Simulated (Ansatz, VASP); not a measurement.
One calculation of SnO, two programs

POSCAR

```
SnO
1.0
    3.8494000000      0.0000000000      0.0000000000
    0.0000000000      3.8494000000      0.0000000000
    0.0000000000      0.0000000000      4.8940000000
Sn O
2 2
Direct
    0.5000000000      0.0000000000      0.2377000000
    0.0000000000      0.5000000000      0.7623000000
    0.0000000000      0.0000000000      0.0000000000
    0.5000000000      0.5000000000      0.0000000000
```

INCAR.step1

```
ALGO = Normal ; EDIFF = 1E-5
ENCUT = 1480 ; GGA = PE
GGA_COMPAT = F ; ISMEAR = -1
LASPH = T ; LCHARG = F
LREAL = F ; LWAVE = T
NBANDS = 28 ; NELM = 120
PREC = Accurate ; SIGMA = 0.1
```

The input INCAR.step2:

```
ALGO = Normal ; EDIFF = 1E-6
ENCUT = 1480 ; GGA_COMPAT = F
ISIF = 2 ; ISMEAR = -1
ISTART = 1 ; LASPH = T
LCHARG = F ; LMIXTAU = T
LREAL = F ; LWAVE = F
METAGGA = R2SCAN ; NBANDS = 28
NELM = 120 ; PREC = Accurate
SIGMA = 0.1
```

Contents of KPOINTS:

```
k-points
0
Gamma
  5 5 4
```

Input for Ansatz:

```yaml
crystal:
  lattice:
    - [3.8494, 0.0, 0.0]
    - [0.0, 3.8494, 0.0]
    - [0.0, 0.0, 4.894]
  atoms:
    - { symbol: Sn, position: [0.5, 0.0, 0.2377] }
    - { symbol: Sn, position: [0.0, 0.5, 0.7623] }
    - { symbol: O, position: [0.0, 0.0, 0.0] }
    - { symbol: O, position: [0.5, 0.5, 0.0] }
hamiltonian:
  xc: r2scan
  pseudopotentials: { kind: paw }
basis:
  ecutwfc: 500
kpoints:
  mp_grid: { grid: [5, 5, 4] }
scf:
  occupations: { method: fermi_dirac, width: 0.1 }
  lower_state_search: "off"
output:
  forces: true
  stress: true
  write_density: true
  write_potential: true
  elf: true
  volumetric_format: npy
```

Alike in both runs: task single point; functional r2SCAN; k mesh 5 × 5 × 4; occupations fermi-dirac, width 0.1 eV; no spin polarisation.

|  | VASP | Ansatz |
| --- | --- | --- |
| version | VASP 6.6.1 | Ansatz 0.2.0 |
| potentials or method | VASP PAW PBE potentials, release 64 (Sn_d, O_h), cutoff 1480 eV | PAW, plane waves, scalar-relativistic |
| valence electrons in the cell | 40 | 40 |

|  | VASP | Ansatz | Ansatz less VASP |
| --- | --- | --- | --- |
| pressure (GPa) | -2.6 | -3.1 | -0.48 |
| traceless stress, the component that is largest in VASP (GPa) | 0.54 | 0.58 | +0.033 |
| rms of the force components (eV/Å) | 0.186 | 0.234 | +0.0473 |

VASP's potentials were made for PBE, not for r2SCAN. Atom by atom the forces differ by 0.047 eV/Å (rms over components).
